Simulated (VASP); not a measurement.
# Nb (Pm-3m) in VASP: notebook

Nb is run at these levels: PBE; tasks: single point, relaxation of cell and atoms.

All numbers are computed with VASP 6.6.1; they aren't measurements. Logs are shortened: lines on timing, memory, paths and dates and some standing lists are left out, and cuts for length are marked.

## 1. The cell of the first run

The structure is cubic, space group Pm-3m (No. 221). Conventional cell: a = 2.492 Å, b = 2.492 Å, c = 2.492 Å, α = 90.00°, β = 90.00°, γ = 90.00°. Nb (site symmetry m-3m) has 6 Nb at 2.49 Å within 3.3 Å.

## 2. Single point, PBE

INCAR

```
SYSTEM = Nb
PREC = Accurate ; ENCUT = 520
EDIFF = 1E-6 ; ISMEAR = 1
SIGMA = 0.1 ; LREAL = .False.
LASPH = .True. ; NELM = 100
ALGO = Normal ; ISIF = 2
LWAVE = .False. ; LCHARG = .False.
GGA = PE ; NBANDS = 12
```

KPOINTS

```
Automatic mesh
0
Gamma
  7 7 7
  0 0 0
```

POSCAR

```
Nb
1.0
    2.4921269708      0.0000000000      0.0000000000
    0.0000000000      2.4921269708      0.0000000000
    0.0000000000      0.0000000000      2.4921269708
Nb
1
Direct
    0.0000000000      0.0000000000      0.0000000000
```

Potentials or basis: VASP PAW PBE potentials, release 64 (Nb_sv).

Started as:

```console
cat potpaw_PBE.64/Nb_sv/POTCAR > POTCAR
mpirun -np 1 vasp_std > vasp.out
```

OUTCAR:

```text
SYSTEM = Nb
   PREC = Accurate
   ENCUT = 520
   EDIFF = 1E-6
   ISMEAR = 1
   LREAL = .False.
   LASPH = .True.
   NELM = 100
   ISIF = 2
   GGA = PE

 ion  position               nearest neighbor table
   1  0.000  0.000  0.000-

  LATTYP: Found a simple cubic cell.
 ALAT       =     2.4921269708

  Lattice vectors:

 A1 = (   2.4921269708,   0.0000000000,   0.0000000000)
 A2 = (   0.0000000000,   2.4921269708,   0.0000000000)
 A3 = (   0.0000000000,   0.0000000000,   2.4921269708)

Analysis of symmetry for initial positions (statically):
=====================================================================
 Subroutine PRICEL returns:
 Original cell was already a primitive cell.

 Routine SETGRP: Setting up the symmetry group for a
 simple cubic supercell.

 Subroutine GETGRP returns: Found 48 space group operations
 (whereof 48 operations were pure point group operations)
 out of a pool of 48 trial point group operations.

The static configuration has the point symmetry O_h .

Analysis of symmetry for dynamics (positions and initial velocities):
=====================================================================
 Subroutine PRICEL returns:
 Original cell was already a primitive cell.

 Routine SETGRP: Setting up the symmetry group for a
 simple cubic supercell.

 Subroutine GETGRP returns: Found 48 space group operations
 (whereof 48 operations were pure point group operations)
 out of a pool of 48 trial point group operations.

The dynamic configuration has the point symmetry O_h .

 Subroutine INISYM returns: Found 48 space group operations
 (whereof 48 operations are pure point group operations),
 and found     1 'primitive' translations

----------------------------------------------------------------------------------------

                                     Primitive cell

  volume of cell :      15.4778

  direct lattice vectors                    reciprocal lattice vectors
     2.492126971  0.000000000  0.000000000     0.401263664  0.000000000  0.000000000
     0.000000000  2.492126971  0.000000000     0.000000000  0.401263664  0.000000000
     0.000000000  0.000000000  2.492126971     0.000000000  0.000000000  0.401263664

  length of vectors
     2.492126971  2.492126971  2.492126971     0.401263664  0.401263664  0.401263664

  position of ions in fractional coordinates (direct lattice)
     0.000000000  0.000000000  0.000000000

  ion indices of the primitive-cell ions
   primitive index   ion index
                 1           1

----------------------------------------------------------------------------------------

 KPOINTS: Automatic mesh

Automatic generation of k-mesh.
 Grid dimensions read from file:
 generate k-points for:    7    7    7

 Generating k-lattice:

  Cartesian coordinates                     Fractional coordinates (reciprocal lattice)
     0.057323381  0.000000000  0.000000000     0.142857143  0.000000000  0.000000000
     0.000000000  0.057323381  0.000000000     0.000000000  0.142857143  0.000000000
     0.000000000  0.000000000  0.057323381     0.000000000  0.000000000  0.142857143

  Length of vectors
     0.057323381  0.057323381  0.057323381

  Shift w.r.t. Gamma in fractional coordinates (k-lattice)
     0.000000000  0.000000000  0.000000000

 Subroutine IBZKPT returns following result:
 ===========================================

 Found     20 irreducible k-points:

 Following reciprocal coordinates:
            Coordinates               Weight
  0.000000  0.000000  0.000000      1.000000
  0.142857  0.000000  0.000000      6.000000
  0.285714  0.000000  0.000000      6.000000
  0.428571  0.000000  0.000000      6.000000
  0.142857  0.142857  0.000000     12.000000
  0.285714  0.142857  0.000000     24.000000
[... 12 lines left out ...]
  0.428571  0.428571  0.285714     24.000000
  0.428571  0.428571  0.428571      8.000000
   k-points           NKPTS =     20   k-points in BZ     NKDIM =     20   number of bands    NBANDS=     12
   number of dos      NEDOS =    301   number of ions     NIONS =      1
   total plane-waves  NPLWV =   8000
   dimension x,y,z NGX =    20 NGY =   20 NGZ =   20
   dimension x,y,z NGXF=    40 NGYF=   40 NGZF=   40
   ions per type =               1
   NGX,Y,Z   is equivalent  to a cutoff of  13.34, 13.34, 13.34 a.u.
   NGXF,Y,Z  is equivalent  to a cutoff of  26.68, 26.68, 26.68 a.u.
 SYSTEM =  Nb
   PREC   = accura    normal or accurate (medium, high low for compatibility)
   ISTART =      0    job   : 0-new  1-cont  2-samecut
   ICHARG =      2    charge: 1-file 2-atom 10-const
   ISPIN  =      1    spin polarized calculation?
   LNONCOLLINEAR =      F non collinear calculations
   LSORBIT =      F    spin-orbit coupling
   LASPH  =      T    aspherical Exc in radial PAW
   ENCUT  =  520.0 eV  38.22 Ry    6.18 a.u.   4.63  4.63  4.63*2*pi/ulx,y,z
   NELM   =    100;   NELMIN=  2; NELMDL= -5     # of ELM steps
   EDIFF  = 0.1E-05   stopping-criterion for ELM
[... 62 lines left out ...]
      6       9.6113      2.00000
      7       9.6113      2.00000
      8      20.4604      0.00000
      9      20.4604      0.00000
     10      20.4604      0.00000
     11      30.6557      0.00000
     12      30.6557      0.00000

 k-point     2 :       0.1429    0.0000    0.0000
  band No.  band energies     occupation
      1     -41.1278      2.00000
      2     -16.2974      2.00000
      3     -15.6256      2.00000
      4     -15.6256      2.00000
      5       8.1968      2.00000
      6       9.8172      2.00000
      7      10.6797      2.00000
      8      19.2127      0.00000
      9      19.2127      0.00000
     10      20.5533      0.00000
     11      28.1347      0.00000
     12      32.1360      0.00000

 k-point     3 :       0.2857    0.0000    0.0000
  band No.  band energies     occupation
      1     -40.9321      2.00000
      2     -17.5580      2.00000
      3     -15.5027      2.00000
      4     -15.5027      2.00000
      5       9.4713      2.00000
      6      10.3214      2.00000
      7      13.3323      2.02262
      8      17.1650      0.00000
      9      17.1650      0.00000
     10      20.7693      0.00000
     11      25.3705      0.00000
     12      30.0834      0.00000

 k-point     4 :       0.4286    0.0000    0.0000
  band No.  band energies     occupation
      1     -40.7684      2.00000
      2     -18.4739      2.00000
      3     -15.4020      2.00000
      4     -15.4020      2.00000
      5      10.7536      2.00000
      6      10.7788      2.00000
      7      14.6805     -0.00000
      8      15.8929      0.00000
      9      15.8929      0.00000
     10      20.9501      0.00000
     11      26.0539      0.00000
     12      27.8496      0.00000

 k-point     5 :       0.1429    0.1429    0.0000
  band No.  band energies     occupation
      1     -41.0441      2.00000
      2     -16.2645      2.00000
      3     -16.2058      2.00000
      4     -15.5725      2.00000
      5       8.8492      2.00000
      6      10.5119      2.00000
      7      11.1953      2.00000
      8      17.8991      0.00000
      9      19.1231      0.00000
     10      19.5722      0.00000
     11      29.2238      0.00000
     12      29.6209      0.00000
[... 168 lines left out ...]
      1     -40.3931      2.00000
      2     -17.1334      2.00000
      3     -17.0319      2.00000
      4     -17.0319      2.00000
      5      10.5225      2.00000
      6      12.9795      2.00000
      7      12.9795      2.00000
      8      16.5686      0.00000
      9      16.5686      0.00000
     10      20.0597      0.00000
     11      27.9741      0.00000
     12      32.5696      0.00000

 k-point    18 :       0.4286    0.2857    0.2857
  band No.  band energies     occupation
      1     -40.2381      2.00000
      2     -17.9230      2.00000
      3     -16.9582      2.00000
      4     -16.8988      2.00000
      5       9.9440      2.00000
      6      11.6362      2.00000
      7      12.9499      2.00000
      8      16.7289      0.00000
      9      18.5913      0.00000
     10      23.6653      0.00000
     11      26.4257      0.00000
     12      29.5339      0.00000

 k-point    19 :       0.4286    0.4286    0.2857
  band No.  band energies     occupation
      1     -40.0854      2.00000
      2     -17.7752      2.00000
      3     -17.7621      2.00000
      4     -16.7972      2.00000
      5       9.1145      2.00000
      6      11.5512      2.00000
      7      11.7172      2.00000
      8      17.7927      0.00000
      9      22.0155      0.00000
     10      23.8940      0.00000
     11      26.0580      0.00000
     12      29.2673      0.00000

 k-point    20 :       0.4286    0.4286    0.4286
  band No.  band energies     occupation
      1     -39.9351      2.00000
      2     -17.6327      2.00000
      3     -17.6159      2.00000
      4     -17.6159      2.00000
      5       9.7680      2.00000
      6      10.1635      2.00000
      7      10.1635      2.00000
      8      21.5352      0.00000
      9      22.3021      0.00000
     10      22.3021      0.00000
     11      28.1334      0.00000
     12      31.6751      0.00000

------------------------ aborting loop because EDIFF is reached ----------------------------------------

  FORCE on cell =-STRESS in cart. coord.  units (eV):
  Direction    XX          YY          ZZ          XY          YZ          ZX
  --------------------------------------------------------------------------------------
  -------------------------------------------------------------------------------------
  Total        5.7775682      5.7775682      5.7775682     -0.0000000      0.0000000     -0.0000000
  in kB      598.0605612    598.0605612    598.0605612     -0.0000000      0.0000000     -0.0000000
  external PRESSURE =     598.0605612 kB  Pullay stress =       0.0000000 kB

 VOLUME and BASIS-vectors are now :
 -----------------------------------------------------------------------------
  energy-cutoff  :      520.00
  volume of cell :       15.48
      direct lattice vectors                 reciprocal lattice vectors
     2.492126971  0.000000000  0.000000000     0.401263664  0.000000000  0.000000000
     0.000000000  2.492126971  0.000000000     0.000000000  0.401263664  0.000000000
     0.000000000  0.000000000  2.492126971     0.000000000  0.000000000  0.401263664

 POSITION                                       TOTAL-FORCE (eV/Angst)
 -----------------------------------------------------------------------------------
      0.00000      0.00000      0.00000         0.000000      0.000000      0.000000
 -----------------------------------------------------------------------------------
    total drift:                                0.000000      0.000000      0.000000

  FREE ENERGIE OF THE ION-ELECTRON SYSTEM (eV)
  ---------------------------------------------------
  free  energy   TOTEN  =        -8.6337132062 eV

  energy  without entropy=       -8.6332910440  energy(sigma->0) =       -8.63357249
```

It took 6 s on 1 thread of Intel Xeon Platinum 8488C (Sapphire Rapids), shared host; peak memory 0.11 GiB.

Results:

```
Free energy : -8.6337 eV
Pressure    : 59.8 GPa
```

Levels at points of the mesh, in eV from the Fermi level:
```csv
k point,band 4,band 5,band 6,band 7,band 8,band 9,band 10,band 11
"(0.00, 0.00, 0.00)",-29.20,-5.99,-3.91,-3.91,6.94,6.94,6.94,17.13
```

Caveat: the k points lie up to 0.36 Å⁻¹ apart.

## 3. Single point, PBE

This run uses another cell than the first one, of 17.83 Å³/atom, 1.152 times its volume.

INCAR

```
SYSTEM = Nb
PREC = Accurate
ENCUT = 520
EDIFF = 1E-6
ISMEAR = 1
SIGMA = 0.1
LREAL = .FALSE.
LASPH = .TRUE.
NELM = 60
ALGO = Normal
ISIF = 2
LWAVE = .FALSE.
LCHARG = .TRUE.
GGA = PE
LELF = .TRUE.
LVHAR = .TRUE.
NBANDS = 12
```

KPOINTS

```
regular mesh
0
G
  7 7 7
  0 0 0
```

POSCAR

```
Nb
1.0
    2.6125034425      0.0000000000      0.0000000000
    0.0000000000      2.6125034425      0.0000000000
    0.0000000000      0.0000000000      2.6125034425
Nb
1
Direct
    0.0000000000      0.0000000000      0.0000000000
```

Potentials or basis: VASP PAW PBE potentials, release 64 (Nb_sv).

Started as:

```console
cat potpaw_PBE.64/Nb_sv/POTCAR > POTCAR
mpirun -np 1 vasp_std > vasp.out
```

It took 6.6 s on 1 thread of Intel Xeon Platinum 8488C (Sapphire Rapids), shared host; peak memory 0.12 GiB.

It converged, with:

```yaml
Free_energy: -9.1890 eV
Pressure: 19.8 GPa
```

Levels at points of the mesh, in eV from the Fermi level:
| k point | band 3 | band 4 | band 5 | band 6 | band 7 | band 8 | band 9 | band 10 | band 11 | band 12 |
| --- | --- | --- | --- | --- | --- | --- | --- | --- | --- | --- |
| (0.00, 0.00, 0.00) | -29.47 | -29.47 | -5.67 | -3.09 | -3.09 | 6.04 | 6.04 | 6.04 | 15.87 | 15.87 |

## 4. Single point, PBE

This run uses another cell than the first one, of 16.47 Å³/atom, 1.064 times its volume.

INCAR

```
PREC     = Accurate       # precision mode
ENCUT    = 520            # plane-wave cutoff, eV
EDIFF    = 1E-6           # SCF threshold, eV
ISMEAR   = 1              # smearing method
SIGMA    = 0.1            # smearing width, eV
LREAL    = False          # projectors in reciprocal space
LASPH    = True           # aspherical terms in the spheres
NELM     = 100            # most SCF steps
ALGO     = Normal         # electronic algorithm
ISIF     = 2              # what is computed and relaxed
LWAVE    = False          # write WAVECAR
LCHARG   = True           # write CHGCAR
GGA      = PE             # functional
LELF     = True           # ELF
LVHAR    = True         
NBANDS   = 12             # bands
```

KPOINTS

```
regular mesh
0
Gamma
  7 7 7
```

POSCAR

```
Nb
1.0
    2.5441153730      0.0000000000      0.0000000000
    0.0000000000      2.5441153730      0.0000000000
    0.0000000000      0.0000000000      2.5441153730
Nb
1
Direct
    0.0000000000      0.0000000000      0.0000000000
```

Started as:

```console
cat potpaw_PBE.64/Nb_sv/POTCAR > POTCAR
mpirun -np 1 vasp_std > vasp.out
```

It took 6.3 s on 1 thread of Intel Xeon Platinum 8488C (Sapphire Rapids), shared host; peak memory 0.11 GiB.

The run converged. Its results:

| Item | Value |
| --- | --- |
| Free energy | -8.9392 eV |
| Pressure | 39.9 GPa |

Levels at points of the mesh, in eV from the Fermi level:
| k point | band 4 | band 5 | band 6 | band 7 | band 8 | band 9 | band 10 | band 11 |
| --- | --- | --- | --- | --- | --- | --- | --- | --- |
| (0.00, 0.00, 0.00) | -29.32 | -5.86 | -3.54 | -3.54 | 6.53 | 6.53 | 6.53 | 16.57 |

## 5. Single point, PBE

This run uses another cell than the first one, of 20.11 Å³/atom, 1.299 times its volume.

INCAR

```
SYSTEM = Nb
PREC = Accurate
ENCUT = 520
EDIFF = 1E-6
ISMEAR = 1
SIGMA = 0.1
LREAL = .FALSE.
LASPH = .TRUE.
NELM = 60
ALGO = Normal
ISIF = 2
LWAVE = .FALSE.
LCHARG = .FALSE.
GGA = PE
NBANDS = 12
```

KPOINTS

```
regular mesh
0
G
  7 7 7
  0 0 0
```

POSCAR

```
Nb
1.0
    2.7194785463      0.0000000000      0.0000000000
    0.0000000000      2.7194785463      0.0000000000
    0.0000000000      0.0000000000      2.7194785463
Nb
1
Direct
    0.0000000000      0.0000000000      0.0000000000
```

Started as:

```console
cat potpaw_PBE.64/Nb_sv/POTCAR > POTCAR
mpirun -np 1 vasp_std > vasp.out
```

Wall time 5.4 s (1 thread of Intel Xeon Platinum 8488C (Sapphire Rapids), shared host); peak memory 0.12 GiB.

It converged, with:

- Free energy: -9.3138 eV
- Pressure: -0.2 GPa

Levels at points of the mesh, in eV from the Fermi level:
| k point | band 3 | band 4 | band 5 | band 6 | band 7 | band 8 | band 9 | band 10 | band 11 | band 12 |
| --- | --- | --- | --- | --- | --- | --- | --- | --- | --- | --- |
| (0.00, 0.00, 0.00) | -29.77 | -29.77 | -5.42 | -2.58 | -2.58 | 5.28 | 5.28 | 5.28 | 14.79 | 14.79 |

## 6. Relaxation of cell and atoms, PBE

This run uses another cell than the first one, of 20.35 Å³/atom, 1.315 times its volume.

INCAR

```
ALGO = Normal ; EDIFF = 1E-6
EDIFFG = -0.03 ; ENCUT = 600
GGA = PE ; IBRION = 2
ISIF = 3 ; ISMEAR = 1
LASPH = T ; LCHARG = F
LREAL = F ; LWAVE = F
NELM = 100 ; NSW = 60
PREC = Accurate ; SIGMA = 0.1
```

KPOINTS

```
k-points
0
Gamma
  7 7 7
```

POSCAR

```
Nb
1.0
    2.7300000000      0.0000000000      0.0000000000
    0.0000000000      2.7300000000      0.0000000000
    0.0000000000      0.0000000000      2.7300000000
Nb
1
Direct
    0.0000000000      0.0000000000      0.0000000000
```

Potentials or basis: VASP PAW PBE potentials, release 64 (Nb_sv).

Started as:

```console
cat potpaw_PBE.64/Nb_sv/POTCAR > POTCAR
mpirun -np 1 vasp_std > vasp.out
```

Run time: 12 s. Hardware: 1 thread of Intel Xeon Platinum 8488C (Sapphire Rapids), shared host; peak memory 0.13 GiB.

It converged, with:

* Free energy: -9.3140 eV
* Relaxed volume: 20.09 Å³/atom
* Relaxed cell: a = 2.718 Å, b = 2.718 Å, c = 2.718 Å, α = 90.00°, β = 90.00°, γ = 90.00°
* Space group after relaxing (to 0.05 Å): Pm-3m (No. 221)
* Energy gained by relaxing: 1.3 meV/atom
* Ionic steps: 3
* Pressure after relaxing: 0.0 GPa

The path:
| step | energy change (eV) | largest force (eV/Å) | pressure (GPa) | volume (Å³) |
| --- | --- | --- | --- | --- |
| 1 | 0.0000 | 0.0000 | -1.58 | 20.35 |
| 2 | 0.0008 | 0.0000 | 2.11 | 19.76 |
| 3 | -0.0013 | 0.0000 | 0.00 | 20.09 |

Final structure:
```yaml
crystal:
  lattice:
    - [2.71827, 0.00000, 0.00000]
    - [0.00000, 2.71827, 0.00000]
    - [0.00000, 0.00000, 2.71827]
  atoms:
    - { symbol: Nb, position: [0.00000, 0.00000, 0.00000] }
```

Levels at points of the mesh, in eV from the Fermi level:
```csv
k point,band 4,band 5,band 6,band 7,band 8,band 9,band 10
"(0.00, 0.00, 0.00)",-29.77,-5.42,-2.59,-2.59,5.28,5.28,5.28
```

## 7. The runs side by side

| task | cell | cutoff (eV) | gap on the mesh (eV) | pressure (GPa) |
| --- | --- | --- | --- | --- |
| single point | a = 2.492 Å, 1 atom | 520 | none | 59.8 |
| single point | a = 2.613 Å, 1 atom | 520 | none | 19.8 |
| single point | a = 2.544 Å, 1 atom | 520 | none | 39.9 |
| single point | a = 2.719 Å, 1 atom | 520 | none | -0.2 |
| relaxation of cell and atoms | relaxed from a = 2.730 Å, 1 atom | 600 | none | 0.0 |

Alike in all rows: level PBE; potentials or basis VASP PAW PBE potentials, release 64 (Nb_sv); no spin polarisation; k mesh 7 × 7 × 7; smearing methfessel-paxton 0.1 eV.

Caveats: some runs use coarse meshes.

Total energies depend on the potentials used, so only differences within one code and one set of settings carry meaning.
